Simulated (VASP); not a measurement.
# MoS2 (Cm) in VASP: notebook, part 2 of 2

VASP 6.6.1. Earlier steps stand in the parts before.

### 3 Single point, PBE+D3(BJ)

File INCAR:

```
SYSTEM = MoS2
PREC = Accurate
ENCUT = 520
EDIFF = 1E-6
ISMEAR = 0
SIGMA = 0.05
LREAL = .FALSE.
LASPH = .TRUE.
NELM = 80
ALGO = Normal
ISIF = 2
LWAVE = .FALSE.
LCHARG = .FALSE.
GGA = PE
IVDW = 12
NBANDS = 35
ISYM = 0
```

File KPOINTS:

```
Automatic mesh
0
G
  10 10 2
  0 0 0
```

File POSCAR:

```
MoS2
1.0
   -3.1494847632      0.0000000000      0.0000000000
   -1.5747423816     -2.7275338138      0.0000000000
   -2.7557991678     -2.0456503603     13.2900638030
Mo S
2 4
Direct
   -0.0294750000     -0.0442125000      0.0589500000
   -0.2794750000     -0.4192125000      0.5589500000
   -0.0050888205     -0.1742998974      0.6768443076
    0.2449111795      0.2007001026      0.1768443076
   -0.1371945129     -0.3724584360      0.9410556924
    0.1128054871      0.0025415640      0.4410556924
```

Potentials or basis: VASP PAW PBE potentials, release 64 (Mo_sv, S).

Launch:

```console
$ cat potpaw_PBE.64/Mo_sv/POTCAR potpaw_PBE.64/S/POTCAR > POTCAR
$ mpirun -np 1 vasp_std > vasp.out
```

OUTCAR:

```text
SYSTEM = MoS2
   PREC = Accurate
   ENCUT = 520
   EDIFF = 1E-6
   ISMEAR = 0
   LREAL = .FALSE.
   LASPH = .TRUE.
   NELM = 80
   ISIF = 2
   GGA = PE
   IVDW = 12
   ISYM = 0
 IVDW          = 12

 ion  position               nearest neighbor table
   1  0.971  0.956  0.059-   5 2.27   5 2.27   4 2.40   4 2.40   4 2.40   5 2.76
   2  0.721  0.581  0.559-   3 2.40   6 2.40   3 2.40   6 2.40   6 2.40   3 2.40
   3  0.995  0.826  0.677-   2 2.40   2 2.40   2 2.40
   4  0.245  0.201  0.177-   1 2.40   1 2.40   1 2.40
   5  0.863  0.628  0.941-   1 2.27   1 2.27   1 2.76
   6  0.113  0.003  0.441-   2 2.40   2 2.40   2 2.40

IMPORTANT INFORMATION: All symmetrisations will be switched off!
NOSYMM: (Re-)initialisation of all symmetry stuff for point group C_1.

----------------------------------------------------------------------------------------

                                     Primitive cell

  volume of cell :     114.1660

  direct lattice vectors                    reciprocal lattice vectors
    -3.149484763  0.000000000  0.000000000    -0.317512252  0.183315784 -0.037622092
    -1.574742382 -2.727533814  0.000000000     0.000000000 -0.366631568 -0.056433138
    -2.755799168 -2.045650360 13.290063803     0.000000000  0.000000000  0.075244184

  length of vectors
     3.149484763  3.149484763 13.726066820     0.368556819  0.370949331  0.075244184

  position of ions in fractional coordinates (direct lattice)
     0.970525000  0.955787500  0.058950000
     0.720525000  0.580787500  0.558950000
     0.994911180  0.825700103  0.676844308
     0.244911180  0.200700103  0.176844308
     0.862805487  0.627541564  0.941055692
     0.112805487  0.002541564  0.441055692

  ion indices of the primitive-cell ions
   primitive index   ion index
                 1           1
                 2           2
                 3           3
                 4           4
                 5           5
                 6           6

[... 113 lines left out ...]
     AMIX_MAG =   1.60;   BMIX_MAG =  1.00
  volume/ion in A,a.u.               =      19.03       128.41
  Fermi-wavevector in a.u.,A,eV,Ry     =   1.259593  2.380286 21.586670  1.586576
  Thomas-Fermi vector in A             =   2.393145
   LORBIT       =      0    0 simple, 1 ext, 2 COOP (PROOUT), +10 PAW based schemes
   GGA     = PE    functional components
   LHFCALC =     F    Hartree Fock is set to
   AEXX    =    0.0000 exact exchange contribution
   IVDW    =    12    specifies the selected vdW correction
   LEPSILON=     F    determine dielectric tensor
   LRPA    =     F    only Hartree local field effects (RPA)
 non-spin polarized calculation
 Gauss-broadening in eV      SIGMA  =   0.05
  energy-cutoff  :      520.00
  volume of cell :      114.17
 maximum number of plane-waves:      3098
   NGX = 11   NGY = 11   NGZ = 51

 number of electron      52.0000001 magnetization

 Free energy of the ion-electron system (eV)
  ---------------------------------------------------
  ext. energy  EPLUGINS =         0.00000000
  ---------------------------------------------------
  free energy    TOTEN  =       -42.24185103 eV

  energy without entropy =      -42.24001033  energy(sigma->0) =      -42.24093068

 E-fermi :   7.0608     XC(G=0): -10.3038

 val. band max:        7.0595900751   @ k =  -0.3000   0.4000   0.5000
 cond. band min:       7.0865345081   @ k =  -0.4000   0.3000   0.0000
 fundamental gap:      0.0269444329
 Fermi energy:         7.0607912280

 k-point     1 :       0.0000    0.0000    0.0000
  band No.  band energies     occupation
      1     -54.7872      2.00000
      2     -54.7370      2.00000
      3     -28.9269      2.00000
      4     -28.9039      2.00000
      5     -28.8148      2.00000
      6     -28.7055      2.00000
[... 901 lines left out ...]
     34      10.9111      0.00000
     35      13.1356      0.00000

 [... further k-points ...]

------------------------ aborting loop because EDIFF is reached ----------------------------------------

 Edisp (eV)   -2.38886

 E8    (eV) :    -0.9655

  FORCE on cell =-STRESS in cart. coord.  units (eV):
  Direction    XX          YY          ZZ          XY          YZ          ZX
  --------------------------------------------------------------------------------------
  -------------------------------------------------------------------------------------
  Total       0.78475     2.37434     3.09238     1.37584     2.00757    -3.47782
  in kB      11.01306    33.32093    43.39775    19.30826    28.17379   -48.80682
  external pressure =       29.24 kB  Pullay stress =        0.00 kB

 VOLUME and BASIS-vectors are now :
 -----------------------------------------------------------------------------
  energy-cutoff  :      520.00
  volume of cell :      114.17
      direct lattice vectors                 reciprocal lattice vectors
    -3.149484763  0.000000000  0.000000000    -0.317512252  0.183315784 -0.037622092
    -1.574742382 -2.727533814  0.000000000     0.000000000 -0.366631568 -0.056433138
    -2.755799168 -2.045650360 13.290063803     0.000000000  0.000000000  0.075244184

 POSITION                                       TOTAL-FORCE (eV/Angst)
 -----------------------------------------------------------------------------------
     -4.72423     -2.72753      0.78345        -1.122975      0.648265      1.661876
     -4.72423     -2.72753      7.42848         0.002119     -0.001288     -0.006940
     -6.29897     -3.63671      8.99530        -0.004366      0.002632      0.008143
     -1.57474     -0.90918      2.35027        -0.556528      0.321251      0.246129
     -6.29897     -3.63671     12.50669         1.683743     -0.971975     -1.912260
     -1.57474     -0.90918      5.86166        -0.001994      0.001115      0.003052
 -----------------------------------------------------------------------------------
    total drift:                               -0.000205     -0.000158     -0.000504

  FREE ENERGIE OF THE ION-ELECTRON SYSTEM (eV)
  ---------------------------------------------------
  free  energy   TOTEN  =       -44.6307079449 eV

  energy  without entropy=      -44.6288672491  energy(sigma->0) =      -44.62978760
```

It took 3.4 min on 1 thread of Intel Xeon 6975P-C (Granite Rapids), shared host; peak memory 0.46 GiB.

What came out:

| Property | Result |
| --- | --- |
| Free energy | -44.6307 eV |
| Pressure | 2.9 GPa |
| Largest force | 2.727 eV/Å |
| Band gap on the k mesh | zero (band 26 reaches 7.09 eV, above the bottom of band 27 at 6.99 eV) |
| Dispersion energy per atom | -0.398 eV |

Forces in eV/Å, atoms in the order of the input:
```
Mo  -1.123  0.648  1.662
Mo   0.002 -0.001 -0.007
S   -0.004  0.003  0.008
S   -0.557  0.321  0.246
S    1.684 -0.972 -1.912
S   -0.002  0.001  0.003
```

Levels at points of the mesh, in eV from the Fermi level:
| k point | band 24 | band 25 | band 26 | band 27 | band 28 | band 29 |
| --- | --- | --- | --- | --- | --- | --- |
| (0.00, 0.00, 0.00) | -1.60 | -1.40 | -0.62 | 0.20 | 0.63 | 1.87 |
| (0.50, 0.00, 0.00) | -1.74 | -1.70 | -1.39 | 1.08 | 1.40 | 1.61 |
| (0.00, 0.50, 0.00) | -1.88 | -1.60 | -1.01 | 1.00 | 1.40 | 1.76 |
| (0.50, 0.50, 0.00) | -1.88 | -1.60 | -1.01 | 1.00 | 1.40 | 1.76 |
| (0.00, 0.00, 0.50) | -1.45 | -0.98 | -0.88 | 0.20 | 0.63 | 1.87 |
| (0.50, 0.00, 0.50) | -1.71 | -1.67 | -1.41 | 1.08 | 1.40 | 1.57 |
| (0.00, 0.50, 0.50) | -1.88 | -1.58 | -1.01 | 1.00 | 1.40 | 1.72 |
| (0.50, 0.50, 0.50) | -1.88 | -1.58 | -1.01 | 1.00 | 1.40 | 1.72 |

Caveat: forces of over 1 eV/Å act on the atoms, so gaps and moduli don't describe the material at rest.

### 4 Single point, PBE+D3(BJ)

This run uses another cell than the first one, of the same volume but with other edges.

File INCAR:

```
SYSTEM = MoS2
PREC = Accurate
ENCUT = 520
EDIFF = 1E-6
ISMEAR = 0
SIGMA = 0.05
LREAL = .False.
LASPH = .True.
NELM = 60
ALGO = Normal
ISIF = 2
LWAVE = .False.
LCHARG = .False.
GGA = PE
IVDW = 12
NBANDS = 35
```

File KPOINTS:

```
regular mesh
0
Gamma
  10 10 2
  0 0 0
```

File POSCAR:

```
MoS2
1.0
   -3.1494847632      0.0000000000      0.0000000000
   -1.5747423816     -2.7275338138      0.0000000000
   -0.7873711908     -0.4545889690     13.2900638030
Mo S
2 4
Direct
   -0.0098250000     -0.0098250000      0.0589500000
   -0.0931583333     -0.0931583333      0.5589500000
    0.2205259487      0.2205259487      0.6768443076
    0.3038592821      0.3038592821      0.1768443076
    0.1764907179      0.1764907179      0.9410556924
    0.2598240513      0.2598240513      0.4410556924
```

Launch:

```console
$ cat potpaw_PBE.64/Mo_sv/POTCAR potpaw_PBE.64/S/POTCAR > POTCAR
$ mpirun -np 1 vasp_std > vasp.out
```

Wall time 2.4 min (1 thread of AMD EPYC 9R45 (Zen 5), shared host); peak memory 0.32 GiB.

Results (log left out):

- Free energy: -41.3841 eV
- Pressure: 15.7 GPa
- Largest force: 17.401 eV/Å
- Band gap on the k mesh: zero (band 26 reaches 7.10 eV, above the bottom of band 27 at 6.90 eV)
- Dispersion energy per atom: -0.399 eV

Forces in eV/Å, atoms in the order of the input:
```
Mo    7.037   4.063  14.516
Mo    0.003   0.002   0.018
S     0.009   0.005  -0.002
S     0.899   0.519   0.277
S    -7.946  -4.587 -14.786
S    -0.002  -0.001  -0.023
```

Stress tensor (GPa, compression positive):
```
 9.15  3.13 19.35
 3.13  5.53 11.17
19.35 11.17 32.53
```

Levels at points of the mesh, in eV from the Fermi level:
```csv
k point,band 23,band 24,band 25,band 26,band 27,band 28,band 29,band 30
"(0.00, 0.00, 0.00)",-2.32,-1.20,-0.80,-0.48,-0.20,1.46,1.69,1.69
"(0.50, 0.00, 0.00)",-2.13,-2.06,-1.75,0.00,0.91,1.22,1.59,1.77
"(0.50, 0.50, 0.00)",-2.06,-1.90,-1.62,-1.24,1.22,1.59,1.59,1.88
"(0.00, 0.00, 0.50)",-2.36,-1.28,-0.80,-0.41,-0.20,1.46,1.69,1.70
"(0.50, 0.00, 0.50)",-2.23,-2.06,-1.71,0.00,0.91,1.22,1.63,1.76
"(0.50, 0.50, 0.50)",-2.06,-1.79,-1.62,-1.28,1.22,1.59,1.68,1.80
```

Caveat: forces of over 1 eV/Å act on the atoms, so gaps and moduli don't describe the material at rest.

### 5 Summary

```tsv
cell	gap on the mesh (eV)	pressure (GPa)	largest force (eV/Å)
a = 3.149, b = 3.149, c = 13.688 Å, angles 76.7, 80.1, 60.0°, 6 atoms	none	4.6	3.65
a = 3.149, b = 3.149, c = 13.726 Å, angles 76.7, 78.4, 60.0°, 6 atoms	none	2.9	2.73
a = 3.149, b = 3.149, c = 13.321 Å, angles 86.6, 86.6, 60.0°, 6 atoms	none	15.7	17.40
```

Alike in all rows: task single point; level PBE+D3(BJ); potentials or basis VASP PAW PBE potentials, release 64 (Mo_sv, S); no spin polarisation; k mesh 10 × 10 × 2; cutoff (eV) 520; smearing gaussian 0.05 eV.

Caveats: forces of over 1 eV/Å act on the atoms, so gaps and moduli don't describe the material at rest.

Absolute energies hang on the potentials; compare differences alone.
